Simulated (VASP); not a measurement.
Set up this calculation in VASP 6.6.1, as the native input.

| Property | Result |
| --- | --- |
| Task | single point |
| Functional | PBE |
| Potentials or basis | VASP PAW PBE potentials, release 64 (Bi_d, As) |
| Cutoff | 520 eV |
| k mesh | 10 × 10 × 10 |
| Occupations | fermi-dirac, width 0.03 eV |
| Spin | no spin polarisation |
| Dipole correction | no |
| Further INCAR settings | ALGO = Normal; EDIFF = 1e-07; NBANDS = 17 |

The structure of BiAs (zincblende type) lies in POSCAR:

```
BiAs
1.0
    0.0000000000      3.3528526672      3.3528526672
    3.3528526672      0.0000000000      3.3528526672
    3.3528526672      3.3528526672      0.0000000000
Bi As
1 1
Direct
    0.0000000000      0.0000000000      0.0000000000
    0.2500000000      0.2500000000      0.2500000000
```

The input as run:

INCAR

```
PREC = Accurate
ENCUT = 520
EDIFF = 1E-7
ISMEAR = -1
SIGMA = 0.03
LREAL = False
LASPH = True
NELM = 80
ALGO = Normal
ISIF = 2
LWAVE = False
LCHARG = False
GGA = PE
NBANDS = 17
```

KPOINTS

```
Automatic mesh
0
Gamma
  10 10 10
```

Potentials or basis: VASP PAW PBE potentials, release 64 (Bi_d, As).

Launch:

```console
$ cat potpaw_PBE.64/Bi_d/POTCAR potpaw_PBE.64/As/POTCAR > POTCAR
$ mpirun -np 1 vasp_std > vasp.out
```

It gave:

The pressure is 0.0 GPa. The band gap on the k mesh is zero (bands 10 and 11 overlap by 0.74 eV).

Caveat: spin-orbit coupling is left out, which moves the levels of the heavy elements.

Wall time 2.3 min on 1 thread of Intel Xeon 8259CL, on a shared host, peak memory 0.24 GiB.
